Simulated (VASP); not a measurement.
# Pd (Pm-3n) in VASP: notebook

Pd is run at these levels: LDA; tasks: single point, relaxation of cell and atoms.

Everything below comes from runs of VASP 6.6.1. Logs are shortened: lines on timing, memory, paths and dates and some standing lists are left out, and cuts for length are marked.

### Step 1. The cell of the first run

Symmetry: Pm-3n, No. 223, cubic system. Conventional cell: a = 4.884 Å, b = 4.884 Å, c = 4.884 Å, α = 90.00°, β = 90.00°, γ = 90.00°. Pd (site symmetry m-3) has 12 Pd at 2.73 Å within 3.6 Å. Within 3.2 Å of Pd (site symmetry -4m2) lie 14 Pd at 2.44 to 2.99 Å.

### Step 2. Single point, LDA

Contents of INCAR:

```
  PREC = Accurate
  ENCUT = 520
  EDIFF = 1E-6
  ISMEAR = -1
  SIGMA = 0.1
  LREAL = False
  LASPH = True
  NELM = 80
  ALGO = Normal
  ISIF = 2
  LWAVE = False
  LCHARG = True
  LELF = True
  LVHAR = True
  NBANDS = 50
```

Contents of KPOINTS:

```
regular mesh
0
Gamma
  7 7 7
```

Contents of POSCAR:

```
Pd
1.0
    4.8841429333      0.0000000000      0.0000000000
    0.0000000000      4.8841429333      0.0000000000
    0.0000000000      0.0000000000      4.8841429333
Pd
8
Direct
    1.0000000000      0.0000000000      1.0000000000
    0.5000000000      0.5000000000      0.5000000000
    0.2500000000      1.0000000000      0.5000000000
    0.7500000000      1.0000000000      0.5000000000
    0.5000000000      0.2500000000      1.0000000000
    0.5000000000      0.7500000000      1.0000000000
    0.0000000000      0.5000000000      0.2500000000
    0.0000000000      0.5000000000      0.7500000000
```

Potentials or basis: VASP PAW LDA potentials, release 64 (Pd).

Run with:

```console
$ cat potpaw_LDA.64/Pd/POTCAR > POTCAR
$ mpirun -np 1 vasp_std > vasp.out
```

OUTCAR:

```text
PREC = Accurate
   ENCUT = 520
   EDIFF = 1E-6
   ISMEAR = -1
   LREAL = False
   LASPH = True
   NELM = 80
   ISIF = 2

 ion  position               nearest neighbor table
   1  0.000  0.000  0.000-   3 2.73   4 2.73   5 2.73   6 2.73   7 2.73   8 2.73   3 2.73   4 2.73
                             7 2.73   8 2.73   5 2.73   6 2.73
   2  0.500  0.500  0.500-   3 2.73   4 2.73   5 2.73   6 2.73   7 2.73   8 2.73   5 2.73   6 2.73
                             3 2.73   4 2.73   7 2.73   8 2.73
   3  0.250  0.000  0.500-   4 2.44   4 2.44   1 2.73   1 2.73   2 2.73   2 2.73   5 2.99   6 2.99
                             6 2.99   5 2.99   8 2.99   7 2.99   8 2.99   7 2.99
   4  0.750  0.000  0.500-   3 2.44   3 2.44   1 2.73   1 2.73   2 2.73   2 2.73   5 2.99   6 2.99
                             6 2.99   5 2.99   8 2.99   7 2.99   8 2.99   7 2.99
   5  0.500  0.250  0.000-   6 2.44   6 2.44   1 2.73   2 2.73   2 2.73   1 2.73   3 2.99   4 2.99
                             3 2.99   4 2.99   8 2.99   7 2.99   7 2.99   8 2.99
   6  0.500  0.750  0.000-   5 2.44   5 2.44   1 2.73   2 2.73   2 2.73   1 2.73   3 2.99   4 2.99
                             3 2.99   4 2.99   8 2.99   7 2.99   7 2.99   8 2.99
   7  0.000  0.500  0.250-   8 2.44   8 2.44   1 2.73   2 2.73   1 2.73   2 2.73   3 2.99   4 2.99
                             5 2.99   3 2.99   4 2.99   6 2.99   5 2.99   6 2.99
   8  0.000  0.500  0.750-   7 2.44   7 2.44   1 2.73   2 2.73   1 2.73   2 2.73   3 2.99   4 2.99
                             5 2.99   3 2.99   4 2.99   6 2.99   5 2.99   6 2.99

  LATTYP: Found a simple cubic cell.
 ALAT       =     4.8841429333

  Lattice vectors:

 A1 = (   4.8841429333,   0.0000000000,   0.0000000000)
 A2 = (   0.0000000000,   4.8841429333,   0.0000000000)
 A3 = (   0.0000000000,   0.0000000000,   4.8841429333)

Analysis of symmetry for initial positions (statically):
=====================================================================
 Subroutine PRICEL returns:
 Original cell was already a primitive cell.

 Routine SETGRP: Setting up the symmetry group for a
 simple cubic supercell.

 Subroutine GETGRP returns: Found 48 space group operations
 (whereof 24 operations were pure point group operations)
 out of a pool of 48 trial point group operations.

The static configuration has the point symmetry T_h .
 The point group associated with its full space group is O_h .

Analysis of symmetry for dynamics (positions and initial velocities):
=====================================================================
 Subroutine PRICEL returns:
 Original cell was already a primitive cell.

 Routine SETGRP: Setting up the symmetry group for a
 simple cubic supercell.

 Subroutine GETGRP returns: Found 48 space group operations
 (whereof 24 operations were pure point group operations)
 out of a pool of 48 trial point group operations.

The dynamic configuration has the point symmetry T_h .
 The point group associated with its full space group is O_h .

 Subroutine INISYM returns: Found 48 space group operations
 (whereof 24 operations are pure point group operations),
 and found     1 'primitive' translations

----------------------------------------------------------------------------------------

                                     Primitive cell

  volume of cell :     116.5105

  direct lattice vectors                    reciprocal lattice vectors
     4.884142933  0.000000000  0.000000000     0.204744213  0.000000000  0.000000000
     0.000000000  4.884142933  0.000000000     0.000000000  0.204744213  0.000000000
     0.000000000  0.000000000  4.884142933     0.000000000  0.000000000  0.204744213

  length of vectors
     4.884142933  4.884142933  4.884142933     0.204744213  0.204744213  0.204744213

  position of ions in fractional coordinates (direct lattice)
     0.000000000  0.000000000  0.000000000
     0.500000000  0.500000000  0.500000000
     0.250000000  0.000000000  0.500000000
     0.750000000  0.000000000  0.500000000
     0.500000000  0.250000000  0.000000000
     0.500000000  0.750000000  0.000000000
     0.000000000  0.500000000  0.250000000
     0.000000000  0.500000000  0.750000000

  ion indices of the primitive-cell ions
   primitive index   ion index
                 1           1
                 2           2
                 3           3
                 4           4
                 5           5
                 6           6
                 7           7
                 8           8

----------------------------------------------------------------------------------------

 KPOINTS: regular mesh

Automatic generation of k-mesh.
 Grid dimensions read from file:
 generate k-points for:    7    7    7

 Generating k-lattice:

  Cartesian coordinates                     Fractional coordinates (reciprocal lattice)
     0.029249173  0.000000000  0.000000000     0.142857143  0.000000000  0.000000000
     0.000000000  0.029249173  0.000000000     0.000000000  0.142857143  0.000000000
     0.000000000  0.000000000  0.029249173     0.000000000  0.000000000  0.142857143

  Length of vectors
     0.029249173  0.029249173  0.029249173

  Shift w.r.t. Gamma in fractional coordinates (k-lattice)
     0.000000000  0.000000000  0.000000000

 Subroutine IBZKPT returns following result:
 ===========================================

 Found     20 irreducible k-points:

 Following reciprocal coordinates:
            Coordinates               Weight
  0.000000  0.000000  0.000000      1.000000
  0.142857  0.000000  0.000000      6.000000
  0.285714  0.000000  0.000000      6.000000
  0.428571  0.000000  0.000000      6.000000
  0.142857  0.142857  0.000000     12.000000
  0.285714  0.142857  0.000000     24.000000
[... 12 lines left out ...]
  0.428571  0.428571  0.285714     24.000000
  0.428571  0.428571  0.428571      8.000000
   k-points           NKPTS =     20   k-points in BZ     NKDIM =     20   number of bands    NBANDS=     50
   number of dos      NEDOS =    301   number of ions     NIONS =      8
   total plane-waves  NPLWV =  46656
   dimension x,y,z NGX =    36 NGY =   36 NGZ =   36
   dimension x,y,z NGXF=    72 NGYF=   72 NGZF=   72
   ions per type =               8
   NGX,Y,Z   is equivalent  to a cutoff of  12.25, 12.25, 12.25 a.u.
   NGXF,Y,Z  is equivalent  to a cutoff of  24.51, 24.51, 24.51 a.u.
 SYSTEM =  unknown system
   PREC   = accura    normal or accurate (medium, high low for compatibility)
   ISTART =      0    job   : 0-new  1-cont  2-samecut
   ICHARG =      2    charge: 1-file 2-atom 10-const
   ISPIN  =      1    spin polarized calculation?
   LNONCOLLINEAR =      F non collinear calculations
   LSORBIT =      F    spin-orbit coupling
   LASPH  =      T    aspherical Exc in radial PAW
   ENCUT  =  520.0 eV  38.22 Ry    6.18 a.u.   9.08  9.08  9.08*2*pi/ulx,y,z
   NELM   =     80;   NELMIN=  2; NELMDL= -5     # of ELM steps
   EDIFF  = 0.1E-05   stopping-criterion for ELM
   LREAL  =      F    real-space projection
   EDIFFG = 0.1E-04   stopping-criterion for IOM
   NSW    =      0    number of steps for IOM
   IBRION =     -1    ionic relax: 0-MD 1-quasi-New 2-CG
   NFREE  =      0    steps in history (QN), initial steepest desc. (CG)
   ISIF   =      2    stress and relaxation
   ISYM   =      2    0-nonsym 1-usesym 2-fastsym
   POTIM  = 0.5000    time-step for ionic-motion
   TEBEG  =    0.0;   TEEND  =   0.0 temperature during run
   PSTRESS=    0.0 pullay stress
   NELECT =      80.0000    total number of electrons
   NUPDOWN=      -1.0000    fix difference up-down
   EMIN   =  10.00;   EMAX   =-10.00  energy-range for DOS
   EFERMI =   0.00;   METHOD = LEGACY
   ISMEAR =    -1;   SIGMA  =   0.10  broadening in eV -4-tet -1-fermi 0-gaus
   EFERMI_NEDOS =   21; number of points for ismear=-14 and -15
   IALGO  =     38    algorithm
   IMIX   =      4    mixing-type and parameters
     AMIX     =   0.40;   BMIX     =  1.00
     AMIX_MAG =   1.60;   BMIX_MAG =  1.00
  volume/ion in A,a.u.               =      14.56        98.28
  Fermi-wavevector in a.u.,A,eV,Ry     =   1.444275  2.729283 28.380791  2.085929
  Thomas-Fermi vector in A             =   2.562588
   LORBIT       =      0    0 simple, 1 ext, 2 COOP (PROOUT), +10 PAW based schemes
   GGA     = CA    functional components
   LHFCALC =     F    Hartree Fock is set to
   AEXX    =    0.0000 exact exchange contribution
   IVDW    =     0    specifies the selected vdW correction
   LEPSILON=     F    determine dielectric tensor
   LRPA    =     F    only Hartree local field effects (RPA)
 non-spin polarized calculation
  energy-cutoff  :      520.00
  volume of cell :      116.51
 maximum number of plane-waves:      3162
   NGX = 19   NGY = 19   NGZ = 19

 number of electron      80.0000012 magnetization

 Free energy of the ion-electron system (eV)
  ---------------------------------------------------
  ext. energy  EPLUGINS =         0.00000000
  ---------------------------------------------------
  free energy    TOTEN  =       -50.94394336 eV

  energy without entropy =      -50.54260982  energy(sigma->0) =      -50.74327659

 E-fermi :   9.8453     XC(G=0): -13.5783

 val. band max:        9.8409773439   @ k =   0.1429   0.1429   0.0000
 cond. band min:       9.8461507919   @ k =   0.2857   0.1429   0.1429
 fundamental gap:      0.0051734480
 Fermi energy:         9.8453339549

 k-point     1 :       0.0000    0.0000    0.0000
  band No.  band energies     occupation
      1       2.4758      2.00000
      2       4.1456      2.00000
      3       4.1456      2.00000
      4       4.9447      2.00000
      5       5.0604      2.00000
      6       5.0604      2.00000
[... 42 lines left out ...]
     49      19.3225      0.00000
     50      19.3230      0.00000

 k-point     2 :       0.1429    0.0000    0.0000
  band No.  band energies     occupation
      1       2.6326      2.00000
      2       4.1208      2.00000
      3       4.2804      2.00000
      4       4.8431      2.00000
      5       4.9970      2.00000
      6       5.0901      2.00000
[... 946 lines left out ...]
 k-point    20 :       0.4286    0.4286    0.4286
  band No.  band energies     occupation
      1       4.9644      2.00000
      2       4.9644      2.00000
      3       5.0526      2.00000
      4       5.1053      2.00000
      5       5.1349      2.00000
      6       5.1349      2.00000
[... 42 lines left out ...]
     49      22.2596      0.00000
     50      22.2615      0.00000

------------------------ aborting loop because EDIFF is reached ----------------------------------------

  FORCE on cell =-STRESS in cart. coord.  units (eV):
  Direction    XX          YY          ZZ          XY          YZ          ZX
  --------------------------------------------------------------------------------------
  -------------------------------------------------------------------------------------
  Total       -0.0252502     -0.0252502     -0.0252502      0.0000000     -0.0000000     -0.0000000
  in kB       -0.3472249     -0.3472249     -0.3472249      0.0000000     -0.0000000     -0.0000000
  external PRESSURE =      -0.3472249 kB  Pullay stress =       0.0000000 kB

 VOLUME and BASIS-vectors are now :
 -----------------------------------------------------------------------------
  energy-cutoff  :      520.00
  volume of cell :      116.51
      direct lattice vectors                 reciprocal lattice vectors
     4.884142933  0.000000000  0.000000000     0.204744213  0.000000000  0.000000000
     0.000000000  4.884142933  0.000000000     0.000000000  0.204744213  0.000000000
     0.000000000  0.000000000  4.884142933     0.000000000  0.000000000  0.204744213

 POSITION                                       TOTAL-FORCE (eV/Angst)
 -----------------------------------------------------------------------------------
      0.00000      0.00000      0.00000        -0.000000     -0.000000     -0.000000
      2.44207      2.44207      2.44207        -0.000000     -0.000000     -0.000000
      1.22104      0.00000      2.44207        -0.000000      0.000000      0.000000
      3.66311      0.00000      2.44207         0.000000     -0.000000     -0.000000
      2.44207      1.22104      0.00000         0.000000     -0.000000      0.000000
      2.44207      3.66311      0.00000         0.000000     -0.000000     -0.000000
      0.00000      2.44207      1.22104        -0.000000      0.000000      0.000000
      0.00000      2.44207      3.66311        -0.000000     -0.000000     -0.000000
 -----------------------------------------------------------------------------------
    total drift:                                0.000000      0.000000     -0.000000

  FREE ENERGIE OF THE ION-ELECTRON SYSTEM (eV)
  ---------------------------------------------------
  free  energy   TOTEN  =       -50.9439433627 eV

  energy  without entropy=      -50.5426098195  energy(sigma->0) =      -50.74327659
```

Run time: 68 s. Hardware: 1 thread of AMD EPYC 9R45 (Zen 5), shared host; peak memory 0.18 GiB.

What came out:

```yaml
Free_energy: -50.9439 eV
Pressure: 0.0 GPa
Band_gap_on_the_k_mesh: zero (bands 40 and 41 overlap by 0.27 eV)
```

Levels at points of the mesh, in eV from the Fermi level:
```csv
k point,band 37,band 38,band 39,band 40,band 41,band 42,band 43,band 44
"(0.00, 0.00, 0.00)",-0.26,-0.26,0.05,0.05,0.05,2.50,2.50,2.50
```

### Step 3. Relaxation of cell and atoms, LDA

This run uses another cell than the first one, of 14.71 Å³/atom.

Contents of INCAR:

```
SYSTEM = Pd
  PREC = Accurate
  ENCUT = 600
  EDIFF = 1E-6
  ISMEAR = -1
  SIGMA = 0.1
  LREAL = .False.
  LASPH = .True.
  NELM = 80
  ALGO = Normal
  ISIF = 3
  LWAVE = .False.
  LCHARG = .False.
  GGA = CA
  IBRION = 2
  NSW = 80
  EDIFFG = -0.01
```

Contents of KPOINTS:

```
regular mesh
0
Gamma
  5 5 5
  0 0 0
```

Contents of POSCAR:

```
Pd
1.0
    4.9008408999      0.0000000000      0.0000000000
    0.0000000000      4.9008408999      0.0000000000
    0.0000000000      0.0000000000      4.9008408999
Pd
8
Direct
    0.0000000000      0.0000000000      0.0000000000
    0.5000000000      0.5000000000      0.5000000000
    0.2500000000      0.0000000000      0.5000000000
    0.7500000000      0.0000000000      0.5000000000
    0.5000000000      0.2500000000      0.0000000000
    0.5000000000      0.7500000000      0.0000000000
    0.0000000000      0.5000000000      0.2500000000
    0.0000000000      0.5000000000      0.7500000000
```

Potentials or basis: VASP PAW LDA potentials, release 64 (Pd).

Run with:

```console
$ cat potpaw_LDA.64/Pd/POTCAR > POTCAR
$ mpirun -np 1 vasp_std > vasp.out
```

Wall time 94 s (1 thread of AMD EPYC 9R45 (Zen 5), shared host); peak memory 0.19 GiB.

The run converged. Its results:

| Quantity | Value |
| --- | --- |
| Free energy | -50.9235 eV |
| Relaxed volume | 14.57 Å³/atom |
| Relaxed cell | a = 4.885 Å, b = 4.885 Å, c = 4.885 Å, α = 90.00°, β = 90.00°, γ = 90.00° |
| Space group after relaxing (to 0.1 Å) | Pm-3n (No. 223) |
| Energy gained by relaxing | 0.9 meV/atom |
| Ionic steps | 3 |
| Pressure after relaxing | 0.0 GPa |
| Band gap on the k mesh | zero (bands 40 and 41 overlap by 0.29 eV) |

Step by step:
```csv
step,energy change (eV),largest force (eV/Å),pressure (GPa),volume (Å³)
1,0.0000,0.0000,-2.04,117.71
2,0.0162,0.0000,3.85,114.55
3,-0.0074,0.0000,-0.01,116.56
```

Final structure:
```
Pd
1.0
     4.88480    0.00000    0.00000
     0.00000    4.88480    0.00000
     0.00000    0.00000    4.88480
Pd
8
Cartesian
  0.0000 0.0000 0.0000
  2.4424 2.4424 2.4424
  1.2212 0.0000 2.4424
  3.6636 0.0000 2.4424
  2.4424 1.2212 0.0000
  2.4424 3.6636 0.0000
  0.0000 2.4424 1.2212
  0.0000 2.4424 3.6636
```

Levels at points of the mesh, in eV from the Fermi level:
```csv
k point,band 37,band 38,band 39,band 40,band 41,band 42,band 43,band 44
"(0.00, 0.00, 0.00)",-0.26,-0.26,0.05,0.05,0.05,2.49,2.49,2.49
```

### Step 4. Relaxation of cell and atoms, LDA, collinear spin

This run uses another cell than the first one, of 14.71 Å³/atom.

Contents of INCAR:

```
SYSTEM = Pd
ALGO     = Normal         ! electronic algorithm
EDIFF    = 1E-6           ! SCF threshold, eV
EDIFFG   = -0.01          ! ionic threshold
ENCUT    = 600            ! plane-wave cutoff, eV
GGA      = CA             ! functional
IBRION   = 2              ! ionic algorithm
ISIF     = 3              ! what is computed and relaxed
ISMEAR   = -1             ! smearing method
ISPIN    = 2              ! spin polarisation
LASPH    = .True.         ! aspherical terms in the spheres
LCHARG   = .False.        ! write CHGCAR
LMAXMIX  = 4              ! l up to which the mixer works
LORBIT   = 11             ! projections on sites
LREAL    = .False.        ! projectors in reciprocal space
LWAVE    = .False.        ! write WAVECAR
MAGMOM   = 0.5 0.5 0.5 0.5 0.5 0.5 0.5 0.5 ! initial moments
NELM     = 150            ! most SCF steps
NSW      = 80             ! ionic steps
PREC     = Accurate       ! precision mode
SIGMA    = 0.05           ! smearing width, eV
```

Contents of KPOINTS:

```
k-points
0
Gamma
  5 5 5
  0 0 0
```

POSCAR is that of step 3.

Run with:

```console
$ cat potpaw_LDA.64/Pd/POTCAR > POTCAR
$ mpirun -np 1 vasp_std > vasp.out
```

Run time: 2.2 min. Hardware: 1 thread of AMD EPYC 9R45 (Zen 5), shared host; peak memory 0.24 GiB.

Results (log left out):

* Free energy: -50.7637 eV
* Relaxed volume: 14.55 Å³/atom
* Relaxed cell: a = 4.882 Å, b = 4.882 Å, c = 4.882 Å, α = 90.00°, β = 90.00°, γ = 90.00°
* Space group after relaxing (to 0.1 Å): Pm-3n (No. 223)
* Energy gained by relaxing: 1.3 meV/atom
* Ionic steps: 3
* Pressure after relaxing: 0.0 GPa
* Band gap on the k mesh: zero (filled and empty bands overlap)
* Net moment: 0.00 μB per cell
* Valence electrons inside the program's atomic spheres: Pd 9.50, 9.51 (each value once)

The path:
```tsv
step	energy change (eV)	largest force (eV/Å)	pressure (GPa)	volume (Å³)
1	0.0000	0.0000	-2.41	117.71
2	0.0239	0.0000	4.66	113.98
3	-0.0101	0.0000	-0.03	116.37
```

Final structure:
```
Pd
1.0
     4.88225    0.00000    0.00000
     0.00000    4.88225    0.00000
     0.00000    0.00000    4.88225
Pd
8
Direct
  0.00000 0.00000 0.00000
  0.50000 0.50000 0.50000
  0.25000 0.00000 0.50000
  0.75000 0.00000 0.50000
  0.50000 0.25000 0.00000
  0.50000 0.75000 0.00000
  0.00000 0.50000 0.25000
  0.00000 0.50000 0.75000
```

Levels at points of the mesh, in eV from the Fermi level:
Spin up:
```
           k point  band 36  band 37  band 38  band 39  band 40  band 41  band 42  band 43  band 44  band 45
(0.00, 0.00, 0.00)    -0.24    -0.24    -0.24     0.07     0.07     0.07     2.52     2.52     2.52     4.20
```
Spin down:
```
           k point  band 36  band 37  band 38  band 39  band 40  band 41  band 42  band 43  band 44  band 45
(0.00, 0.00, 0.00)    -0.24    -0.24    -0.24     0.07     0.07     0.07     2.52     2.52     2.52     4.20
```

### Step 5. Summary

```tsv
task	spin	cell	k mesh	cutoff (eV)	smearing	gap on the mesh (eV)	pressure (GPa)	relaxed volume (Å³/atom)
single point	off	a = 4.884 Å, 8 atoms	7 × 7 × 7	520	fermi-dirac 0.1 eV	none	0.0	-
relaxation of cell and atoms	off	relaxed from a = 4.901 Å, 8 atoms	5 × 5 × 5	600	fermi-dirac 0.1 eV	none	0.0	14.57
relaxation of cell and atoms	collinear	relaxed from a = 4.901 Å, 8 atoms	5 × 5 × 5	600	fermi-dirac 0.05 eV	none	0.0	14.55
```

Alike in all rows: level LDA; potentials or basis VASP PAW LDA potentials, release 64 (Pd).

Total energies depend on the potentials used, so only differences within one code and one set of settings carry meaning.
